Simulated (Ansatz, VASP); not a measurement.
## One calculation of SnGe5, two programs

```
Sn Ge
1.0
     7.64476    0.00000    0.00000
     0.00000    7.64476    0.00000
     0.00000    0.00000    2.78713
Sn Ge
1 5
Direct
  0.00000 0.00000 0.50000
  0.26134 0.26134 0.50000
  0.73866 0.73866 0.50000
  0.73866 0.26134 0.50000
  0.26134 0.73866 0.50000
  0.50000 0.50000 0.50000
```

Alike in both runs: functional PBE; k mesh 4 × 4 × 6; occupations gaussian, width 0.1 eV; no spin polarisation.

Ansatz relaxed the structure, and its values are those at the end. VASP's run is a single point on that final structure, the one shown.

|  | VASP | Ansatz |
| --- | --- | --- |
| version | VASP 6.6.1 | Ansatz 0.2.0 |
| potentials or method | VASP PAW PBE potentials, release 64 (Sn_d, Ge_d), cutoff 520 eV | scalar-relativistic, plane waves, PAW |
| valence electrons in the cell | 84 | 84 |

```tsv
	VASP	Ansatz	Ansatz less VASP
gap on the k mesh at the Fermi level (eV)	none	none	-
pressure (GPa)	-0.1	-0.1	+0.01
```

A gap of «none» marks a metal or a gap that the smearing closes. With one functional, cell and mesh, what is left measures potentials, basis and numerics.

The k mesh is coarse, so the values compare programs but aren't converged.
